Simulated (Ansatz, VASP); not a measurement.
**Two plane-wave programs on Ge3N4**

```
CELL_PARAMETERS angstrom
8.12469 0.00000 0.00000
-4.06234 7.03618 0.00000
0.00000 0.00000 3.11369
ATOMIC_POSITIONS crystal
Ge 0.82894 0.23512 0.75000
Ge 0.59381 0.82894 0.25000
Ge 0.23512 0.40619 0.25000
Ge 0.76488 0.59381 0.75000
Ge 0.40619 0.17106 0.75000
Ge 0.17106 0.76488 0.25000
N 0.66667 0.33333 0.75000
N 0.33333 0.66667 0.25000
N 0.66962 0.97233 0.75000
N 0.69729 0.66962 0.25000
N 0.97233 0.30271 0.25000
N 0.02767 0.69729 0.75000
N 0.33038 0.02767 0.25000
N 0.30271 0.33038 0.75000
```

Alike in both runs: functional PBE; k mesh 3 × 3 × 6; occupations gaussian, width 0.1 eV; no spin polarisation.

Ansatz relaxed the structure, and its values are those at the end. VASP's run is a single point on that final structure, the one shown.

```csv
,VASP,Ansatz
version,VASP 6.6.1,Ansatz 0.2.0
potentials or method,"VASP PAW PBE potentials, release 64 (Ge_d, N), cutoff 600 eV","scalar-relativistic, plane waves, PAW"
valence electrons in the cell,124,124
```

VASP gave:

| Item | Value |
| --- | --- |
| gap on the k mesh at the Fermi level (eV) | 1.85 |
| least direct gap on the mesh (eV) | 1.85 |
| pressure (GPa) | -0.4 |
| rms of the force components (eV/Å) | 0.003 |

Q: Which values does Ansatz return?

A: gap on the k mesh at the Fermi level (eV): 1.84; least direct gap on the mesh (eV): 1.84; pressure (GPa): 0.2; rms of the force components (eV/Å): 0.004.

Ansatz's warnings: structure snapped to symmetry.
